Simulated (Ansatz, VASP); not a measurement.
## ZrC in VASP and in Ansatz

Contents of POSCAR:

```
ZrC
1.0
    0.0000000000      2.3650000000      2.3650000000
    2.3650000000      0.0000000000      2.3650000000
    2.3650000000      2.3650000000      0.0000000000
Zr C
1 1
Direct
    0.5000000000      0.5000000000      0.5000000000
    0.0000000000      0.0000000000      0.0000000000
```

INCAR.step1

```
PREC = Accurate
ENCUT = 600
ISMEAR = 1
SIGMA = 0.1
LREAL = False
LASPH = True
NELM = 100
GGA = PE
ALGO = Normal
EDIFF = 1E-4
LWAVE = True
LCHARG = False
```

The input INCAR.step2:

```
PREC = Accurate
ENCUT = 600
EDIFF = 1E-7
ISMEAR = 1
SIGMA = 0.1
LREAL = False
LASPH = True
NELM = 100
ALGO = Normal
ISIF = 3
LWAVE = False
LCHARG = False
METAGGA = R2SCAN
LMIXTAU = True
IVDW = 13
VDW_S6 = 1.0
VDW_S8 = 0.6018749
VDW_A1 = 0.51559235
VDW_A2 = 5.77342911
IBRION = 2
NSW = 100
EDIFFG = -0.01
ISTART = 1
```

KPOINTS

```
Automatic mesh
0
Gamma
  12 12 12
```

Input for Ansatz:

```yaml
crystal:
  lattice:
    - [0.0, 2.365, 2.365]
    - [2.365, 0.0, 2.365]
    - [2.365, 2.365, 0.0]
  atoms:
    - { symbol: Zr, position: [0.5, 0.5, 0.5] }
    - { symbol: C, position: [0.0, 0.0, 0.0] }
basis:
  ecutwfc: 550.0
kpoints:
  mp_grid:
    grid: [12, 12, 12]
    shift: [0.0, 0.0, 0.0]
hamiltonian:
  xc: r2scan
  dispersion: d4
scf:
  occupations:
    method: cold
    width: 0.1
relax:
  max_steps: 100
  cell: {}
```

Alike in both runs: task relaxation of cell and atoms; functional r2SCAN; dispersion D4; k mesh 12 × 12 × 12; no spin polarisation.

```csv
,VASP,Ansatz
version,VASP 6.6.1,Ansatz 0.2.0
potentials or method,"VASP PAW PBE potentials, release 64 (Zr_sv, C), cutoff 600 eV","plane waves, PAW"
occupations,"methfessel-paxton of order 1, width 0.1 eV","cold, width 0.1 eV"
valence electrons in the cell,16,16
```

|  | VASP | Ansatz | Ansatz less VASP |
| --- | --- | --- | --- |
| relaxed volume (Å³/atom) | 13.02 | 13.01 | -0.008 |
| relaxed length of the cell vector where the two differ most in proportion (Å) | 3.327 | 3.326 | -0.0007 |

VASP's potentials were made for PBE, not for r2SCAN.
